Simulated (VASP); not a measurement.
# Al (Cmcm) in VASP: a series of runs

Runs on Al. Level: PBE. Tasks: single point.

All numbers are computed with VASP 6.6.1; they aren't measurements. Logs are shortened: lines on timing, memory, paths and dates and some standing lists are left out, and cuts for length are marked.

### Step 1. The cell of the first run

The structure is orthorhombic, space group Cmcm (No. 63). The conventional cell has a = 3.235 Å, b = 4.636 Å, c = 4.636 Å, α = 90.00°, β = 90.00°, γ = 90.00°. Within 3.6 Å of Al (site symmetry m2m) lie 12 Al at 2.71 to 3.24 Å.

### Step 2. Single point, PBE (atoms displaced along a vibrational mode, the cell strained)

Contents of INCAR:

```
ALGO = Fast ; EDIFF = 1E-7
ENCUT = 520 ; GGA = PE
ISIF = 2 ; ISMEAR = 0
LASPH = T ; LCHARG = F
LREAL = F ; LWAVE = F
NBANDS = 10 ; NELM = 100
PREC = Accurate ; SIGMA = 0.15
```

Contents of KPOINTS:

```
k-points
0
Gamma
  20 20 12
```

Contents of POSCAR:

```
Al
1.0
   -1.6390231263      1.6390231263      1.6175102401
    1.6390231263     -1.6390231263      1.6175102401
    3.2780462525      3.2780462525      0.0000000000
Al
2
Direct
    0.0977047079     -0.0977047079      0.0000000000
    0.4022952921      0.5977047079      0.5000000000
```

Potentials or basis: VASP PAW PBE potentials, release 64 (Al).

On the command line:

```bash
$ cat potpaw_PBE.64/Al/POTCAR > POTCAR
$ mpirun -np 1 vasp_std > vasp.out
```

OUTCAR:

```text
EDIFF = 1E-7
   ENCUT = 520
   GGA = PE
   ISIF = 2
   ISMEAR = 0
   LASPH = T
   LREAL = F
   NELM = 100
   PREC = Accurate

 ion  position               nearest neighbor table
   1  0.098  0.902  0.000-   2 2.71   2 2.71   2 2.97   2 2.97   2 2.97   2 2.97
   2  0.402  0.598  0.500-   1 2.71   1 2.71   1 2.97   1 2.97   1 2.97   1 2.97

  LATTYP: Found a base centered orthorhombic cell.
 ALAT       =     3.2350204802
 B/A-ratio  =     1.4330226028
 C/A-ratio  =     1.4330226027

  Lattice vectors:

 A1 = (  -1.6390231263,   1.6390231263,   1.6175102401)
 A2 = (   1.6390231263,  -1.6390231263,   1.6175102401)
 A3 = (   3.2780462525,   3.2780462525,   0.0000000000)

Analysis of symmetry for initial positions (statically):
=====================================================================
 Subroutine PRICEL returns:
 Original cell was already a primitive cell.

 Routine SETGRP: Setting up the symmetry group for a
 base centered orthorhombic supercell.

 Subroutine GETGRP returns: Found  8 space group operations
 (whereof  4 operations were pure point group operations)
 out of a pool of  8 trial point group operations.

The static configuration has the point symmetry C_2v.
 The point group associated with its full space group is D_2h.

Analysis of symmetry for dynamics (positions and initial velocities):
=====================================================================
 Subroutine PRICEL returns:
 Original cell was already a primitive cell.

 Routine SETGRP: Setting up the symmetry group for a
 base centered orthorhombic supercell.

 Subroutine GETGRP returns: Found  8 space group operations
 (whereof  4 operations were pure point group operations)
 out of a pool of  8 trial point group operations.

The dynamic configuration has the point symmetry C_2v.
 The point group associated with its full space group is D_2h.

 Subroutine INISYM returns: Found  8 space group operations
 (whereof  4 operations are pure point group operations),
 and found     1 'primitive' translations

----------------------------------------------------------------------------------------

                                     Primitive cell

  volume of cell :      34.7622

  direct lattice vectors                    reciprocal lattice vectors
    -1.639023126  1.639023126  1.617510240    -0.152529880  0.152529880  0.309117054
     1.639023126 -1.639023126  1.617510240     0.152529880 -0.152529880  0.309117054
     3.278046252  3.278046252  0.000000000     0.152529880  0.152529880  0.000000000
[... 92 lines left out ...]
   POTIM  = 0.5000    time-step for ionic-motion
   TEBEG  =    0.0;   TEEND  =   0.0 temperature during run
   PSTRESS=    0.0 pullay stress
   NELECT =       6.0000    total number of electrons
   NUPDOWN=      -1.0000    fix difference up-down
   EMIN   =  10.00;   EMAX   =-10.00  energy-range for DOS
   EFERMI =   0.00;   METHOD = LEGACY
   ISMEAR =     0;   SIGMA  =   0.15  broadening in eV -4-tet -1-fermi 0-gaus
   EFERMI_NEDOS =   21; number of points for ismear=-14 and -15
   IALGO  =     68    algorithm
   IMIX   =      4    mixing-type and parameters
     AMIX     =   0.40;   BMIX     =  1.00
     AMIX_MAG =   1.60;   BMIX_MAG =  1.00
  volume/ion in A,a.u.               =      17.38       117.29
  Fermi-wavevector in a.u.,A,eV,Ry     =   0.911499  1.722483 11.304134  0.830830
  Thomas-Fermi vector in A             =   2.035785
   LORBIT       =      0    0 simple, 1 ext, 2 COOP (PROOUT), +10 PAW based schemes
   GGA     = PE    functional components
   LHFCALC =     F    Hartree Fock is set to
   AEXX    =    0.0000 exact exchange contribution
   IVDW    =     0    specifies the selected vdW correction
   LEPSILON=     F    determine dielectric tensor
   LRPA    =     F    only Hartree local field effects (RPA)
 non-spin polarized calculation
 RMM-DIIS sequential band-by-band and
 Gauss-broadening in eV      SIGMA  =   0.15
  energy-cutoff  :      520.00
  volume of cell :       34.76
 maximum number of plane-waves:       954
 NGX is ok and might be reduce to    24
   NGX = 11   NGY = 11   NGZ = 17

 number of electron       6.0000000 magnetization

 Free energy of the ion-electron system (eV)
  ---------------------------------------------------
  ext. energy  EPLUGINS =         0.00000000
  ---------------------------------------------------
  free energy    TOTEN  =        -7.33151149 eV

  energy without entropy =       -7.32116715  energy(sigma->0) =       -7.32633932

 E-fermi :   7.3909     XC(G=0):  -9.9980

 val. band max:        7.3896164065   @ k =  -0.4000   0.2000   0.0833
 cond. band min:       7.3947244925   @ k =   0.3500   0.3000   0.4167
 fundamental gap:      0.0051080860
 Fermi energy:         7.3909397573

 k-point     1 :       0.0000    0.0000    0.0000
  band No.  band energies     occupation
      1      -3.3339      2.00000
      2       3.2352      2.00000
      3       3.5747      2.00000
      4      15.5439      0.00000
      5      15.6862      0.00000
      6      16.7612      0.00000
      7      17.9354      0.00000
      8      20.8732      0.00000
      9      21.1768      0.00000
     10      21.2860      0.00000
[... 287 lines left out ...]
 k-point    24 :      -0.3500    0.0500    0.0000
  band No.  band energies     occupation
      1      -0.9884      2.00000
      2       5.4074      2.00000
      3       5.5692      2.00000
      4       6.1391      2.00000
      5      12.1447      0.00000
      6      12.3154      0.00000
      7      14.6521      0.00000
      8      16.6185      0.00000
      9      20.3744      0.00000
     10      20.4751      0.00000

 [... further k-points ...]

------------------------ aborting loop because EDIFF is reached ----------------------------------------

  FORCE on cell =-STRESS in cart. coord.  units (eV):
  Direction    XX          YY          ZZ          XY          YZ          ZX
  --------------------------------------------------------------------------------------
  -------------------------------------------------------------------------------------
  Total        0.2343770      0.2343770     -0.9395338     -0.0597381     -0.0000000      0.0000000
  in kB       10.8023530     10.8023530    -43.3027809     -2.7533071     -0.0000000      0.0000000
  external PRESSURE =      -7.2326917 kB  Pullay stress =       0.0000000 kB

 VOLUME and BASIS-vectors are now :
 -----------------------------------------------------------------------------
  energy-cutoff  :      520.00
  volume of cell :       34.76
      direct lattice vectors                 reciprocal lattice vectors
    -1.639023126  1.639023126  1.617510240    -0.152529880  0.152529880  0.309117054
     1.639023126 -1.639023126  1.617510240     0.152529880 -0.152529880  0.309117054
     3.278046252  3.278046252  0.000000000     0.152529880  0.152529880  0.000000000

 POSITION                                       TOTAL-FORCE (eV/Angst)
 -----------------------------------------------------------------------------------
      1.31874     -1.31874      1.61751         0.201311     -0.201311      0.000000
      1.95930      1.31874      1.61751        -0.201311      0.201311      0.000000
 -----------------------------------------------------------------------------------
    total drift:                                0.000000     -0.000000      0.000000

  FREE ENERGIE OF THE ION-ELECTRON SYSTEM (eV)
  ---------------------------------------------------
  free  energy   TOTEN  =        -7.3315114901 eV

  energy  without entropy=       -7.3211671502  energy(sigma->0) =       -7.32633932
```

OSZICAR:

```text
N       E                     dE             d eps       ncg     rms          rms(c)
DAV:   1    -0.981091737024E-01   -0.98109E-01   -0.21877E+03 15540   0.451E+02
DAV:   2    -0.721276494879E+01   -0.71147E+01   -0.68276E+01 20364   0.539E+01
DAV:   3    -0.737511144194E+01   -0.16235E+00   -0.16112E+00 20468   0.658E+00
DAV:   4    -0.737587948006E+01   -0.76804E-03   -0.76795E-03 18686   0.509E-01
DAV:   5    -0.737588620080E+01   -0.67207E-05   -0.67210E-05 18688   0.474E-02    0.176E+00
RMM:   6    -0.734964429114E+01    0.26242E-01   -0.28083E-03 15733   0.307E-01    0.103E+00
RMM:   7    -0.733157292511E+01    0.18071E-01   -0.81442E-03 16413   0.507E-01    0.140E-01
RMM:   8    -0.733151022294E+01    0.62702E-04   -0.35623E-04 17155   0.128E-01    0.179E-02
RMM:   9    -0.733151285565E+01   -0.26327E-05   -0.51962E-05 17947   0.493E-02    0.216E-02
RMM:  10    -0.733151391186E+01   -0.10562E-05   -0.11073E-05 18153   0.230E-02    0.233E-02
RMM:  11    -0.733151145900E+01    0.24529E-05   -0.32725E-06 17876   0.103E-02    0.935E-03
RMM:  12    -0.733151149014E+01   -0.31145E-07   -0.80391E-07 18335   0.579E-03
   1 F= -.73315115E+01 E0= -.73263393E+01  d E =-.103443E-01
```

stdout:

```text
POSCAR found type information on POSCAR Al
 POSCAR found :  1 types and       2 ions
 scaLAPACK will be used
 LDA part: xc-table for (Slater+PW92), standard interpolation
 POSCAR, INCAR and KPOINTS ok, starting setup
 FFT: planning ... GRIDC
 FFT: planning ... GRID_SOFT
 FFT: planning ... GRID
 WAVECAR not read
 entering main loop
```

It took 2.1 min on 1 thread of Intel Xeon Platinum 8559C (Emerald Rapids), shared host; peak memory 0.32 GiB.

What came out:

```yaml
Free_energy: -7.3315 eV
Pressure: -0.7 GPa
Largest_force: 0.285 eV/Å
Band_gap_on_the_k_mesh: zero (bands 3 and 4 overlap by 8.44 eV)
```

Forces on the atoms (eV/Å):
```
Al   0.201 -0.201  0.000
Al  -0.201  0.201  0.000
```

Caveat: the cell differs from its parent crystal (atoms displaced along a vibrational mode, the cell strained).

### Step 3. Single point, PBE (atoms displaced along a vibrational mode, the cell strained)

Contents of INCAR:

```
PREC = Accurate
ENCUT = 520
EDIFF = 1E-6
ISMEAR = 0
SIGMA = 0.15
LREAL = F
LASPH = T
NELM = 60
ALGO = Fast
ISIF = 2
LWAVE = F
LCHARG = T
GGA = PE
LELF = T
LVHAR = T
NBANDS = 10
```

Contents of KPOINTS:

```
regular mesh
0
Gamma
  20 20 12
```

Contents of POSCAR:

```
Al
1.0
   -1.6390231263      1.6390231263      1.6175102401
    1.6390231263     -1.6390231263      1.6175102401
    3.2780462525      3.2780462525      0.0000000000
Al
2
Direct
    0.0195409416     -0.0195409416      0.0000000000
    0.4804590584      0.5195409416      0.5000000000
```

Potentials or basis: VASP PAW PBE potentials, release 64 (Al).

On the command line:

```bash
$ cat potpaw_PBE.64/Al/POTCAR > POTCAR
$ mpirun -np 1 vasp_std > vasp.out
```

OUTCAR:

```text
PREC = Accurate
   ENCUT = 520
   EDIFF = 1E-6
   ISMEAR = 0
   LREAL = F
   LASPH = T
   NELM = 60
   ISIF = 2
   GGA = PE

 ion  position               nearest neighbor table
   1  0.020  0.980  0.000-   2 2.83   2 2.83   2 2.83   2 2.83   2 3.15   2 3.15
   2  0.480  0.520  0.500-   1 2.83   1 2.83   1 2.83   1 2.83   1 3.15   1 3.15

  LATTYP: Found a base centered orthorhombic cell.
 ALAT       =     3.2350204802
 B/A-ratio  =     1.4330226028
 C/A-ratio  =     1.4330226027

  Lattice vectors:

 A1 = (  -1.6390231263,   1.6390231263,   1.6175102401)
 A2 = (   1.6390231263,  -1.6390231263,   1.6175102401)
 A3 = (   3.2780462525,   3.2780462525,   0.0000000000)

Analysis of symmetry for initial positions (statically):
=====================================================================
 Subroutine PRICEL returns:
 Original cell was already a primitive cell.

 Routine SETGRP: Setting up the symmetry group for a
 base centered orthorhombic supercell.

 Subroutine GETGRP returns: Found  8 space group operations
 (whereof  4 operations were pure point group operations)
 out of a pool of  8 trial point group operations.

The static configuration has the point symmetry C_2v.
 The point group associated with its full space group is D_2h.

Analysis of symmetry for dynamics (positions and initial velocities):
=====================================================================
 Subroutine PRICEL returns:
 Original cell was already a primitive cell.

 Routine SETGRP: Setting up the symmetry group for a
 base centered orthorhombic supercell.

 Subroutine GETGRP returns: Found  8 space group operations
 (whereof  4 operations were pure point group operations)
 out of a pool of  8 trial point group operations.

The dynamic configuration has the point symmetry C_2v.
 The point group associated with its full space group is D_2h.

 Subroutine INISYM returns: Found  8 space group operations
[... 122 lines left out ...]
   GGA     = PE    functional components
   LHFCALC =     F    Hartree Fock is set to
   AEXX    =    0.0000 exact exchange contribution
   IVDW    =     0    specifies the selected vdW correction
   LEPSILON=     F    determine dielectric tensor
   LRPA    =     F    only Hartree local field effects (RPA)
 non-spin polarized calculation
 RMM-DIIS sequential band-by-band and
 Gauss-broadening in eV      SIGMA  =   0.15
  energy-cutoff  :      520.00
  volume of cell :       34.76
 maximum number of plane-waves:       954
 NGX is ok and might be reduce to    24
   NGX = 11   NGY = 11   NGZ = 17

 number of electron       6.0000000 magnetization

 Free energy of the ion-electron system (eV)
  ---------------------------------------------------
  ext. energy  EPLUGINS =         0.00000000
  ---------------------------------------------------
  free energy    TOTEN  =        -7.30925954 eV

  energy without entropy =       -7.29938466  energy(sigma->0) =       -7.30432210

 E-fermi :   7.4501     XC(G=0): -10.0135

 val. band max:        7.4488251593   @ k =  -0.4000   0.3500   0.0000
 cond. band min:       7.4511039057   @ k =   0.5000   0.0000   0.0833
 fundamental gap:      0.0022787464
 Fermi energy:         7.4500623746

 k-point     1 :       0.0000    0.0000    0.0000
  band No.  band energies     occupation
      1      -3.3080      2.00000
      2       3.3009      2.00000
      3       3.5830      2.00000
      4      15.4109      0.00000
      5      15.7945      0.00000
      6      17.2615      0.00000
      7      18.5068      0.00000
      8      20.2887      0.00000
      9      20.5429      0.00000
     10      20.5854      0.00000
[... 287 lines left out ...]
 k-point    24 :      -0.3500    0.0500    0.0000
  band No.  band energies     occupation
      1      -0.9499      2.00000
      2       5.5132      2.00000
      3       5.5639      2.00000
      4       6.2075      2.00000
      5      12.0683      0.00000
      6      12.3997      0.00000
      7      14.6002      0.00000
      8      16.0359      0.00000
      9      20.9486      0.00000
     10      21.1699      0.00000

 [... further k-points ...]

------------------------ aborting loop because EDIFF is reached ----------------------------------------

  FORCE on cell =-STRESS in cart. coord.  units (eV):
  Direction    XX          YY          ZZ          XY          YZ          ZX
  --------------------------------------------------------------------------------------
  -------------------------------------------------------------------------------------
  Total       -0.3484344     -0.3484344     -0.4724762     -0.0379964      0.0000000     -0.0000000
  in kB      -16.0592199    -16.0592199    -21.7762609     -1.7512408      0.0000000     -0.0000000
  external PRESSURE =     -17.9649002 kB  Pullay stress =       0.0000000 kB

 VOLUME and BASIS-vectors are now :
 -----------------------------------------------------------------------------
  energy-cutoff  :      520.00
  volume of cell :       34.76
      direct lattice vectors                 reciprocal lattice vectors
    -1.639023126  1.639023126  1.617510240    -0.152529880  0.152529880  0.309117054
     1.639023126 -1.639023126  1.617510240     0.152529880 -0.152529880  0.309117054
     3.278046252  3.278046252  0.000000000     0.152529880  0.152529880  0.000000000

 POSITION                                       TOTAL-FORCE (eV/Angst)
 -----------------------------------------------------------------------------------
      1.57497     -1.57497      1.61751        -0.066898      0.066898      0.000000
      1.70308      1.57497      1.61751         0.066898     -0.066898      0.000000
 -----------------------------------------------------------------------------------
    total drift:                               -0.000000     -0.000000     -0.000000

  FREE ENERGIE OF THE ION-ELECTRON SYSTEM (eV)
  ---------------------------------------------------
  free  energy   TOTEN  =        -7.3092595438 eV

  energy  without entropy=       -7.2993846594  energy(sigma->0) =       -7.30432210
```

OSZICAR:

```text
N       E                     dE             d eps       ncg     rms          rms(c)
DAV:   1    -0.355386625658E+00   -0.35539E+00   -0.21140E+03 15620   0.434E+02
DAV:   2    -0.719144964006E+01   -0.68361E+01   -0.65277E+01 20238   0.534E+01
DAV:   3    -0.735464539336E+01   -0.16320E+00   -0.16182E+00 20374   0.656E+00
DAV:   4    -0.735539662958E+01   -0.75124E-03   -0.75113E-03 18784   0.498E-01
DAV:   5    -0.735540307269E+01   -0.64431E-05   -0.64437E-05 18658   0.450E-02    0.165E+00
RMM:   6    -0.732820250176E+01    0.27201E-01   -0.31822E-03 15733   0.329E-01    0.962E-01
RMM:   7    -0.730928828879E+01    0.18914E-01   -0.92066E-03 16237   0.540E-01    0.143E-01
RMM:   8    -0.730925481752E+01    0.33471E-04   -0.31111E-04 16983   0.120E-01    0.181E-02
RMM:   9    -0.730925892625E+01   -0.41087E-05   -0.46632E-05 17796   0.467E-02    0.183E-02
RMM:  10    -0.730925954379E+01   -0.61754E-06   -0.75844E-06 17924   0.193E-02
   1 F= -.73092595E+01 E0= -.73043221E+01  d E =-.987488E-02
```

stdout:

```text
POSCAR found type information on POSCAR Al
 POSCAR found :  1 types and       2 ions
 scaLAPACK will be used
 LDA part: xc-table for (Slater+PW92), standard interpolation
 POSCAR, INCAR and KPOINTS ok, starting setup
 FFT: planning ... GRIDC
 FFT: planning ... GRID_SOFT
 FFT: planning ... GRID
 WAVECAR not read
 entering main loop
```

It took 88 s on 1 thread of Intel Xeon Platinum 8559C (Emerald Rapids), shared host; peak memory 0.32 GiB.

What came out:

```yaml
Free_energy: -7.3093 eV
Pressure: -1.8 GPa
Largest_force: 0.095 eV/Å
Band_gap_on_the_k_mesh: zero (bands 3 and 4 overlap by 8.55 eV)
```

Forces in eV/Å, atoms in the order of the input:
```
Al  -0.067  0.067  0.000
Al   0.067 -0.067  0.000
```

Stress tensor (GPa, compression positive):
```
-1.61 -0.18  0.00
-0.18 -1.61  0.00
 0.00  0.00 -2.18
```

Caveat: the cell differs from its parent crystal (atoms displaced along a vibrational mode, the cell strained).
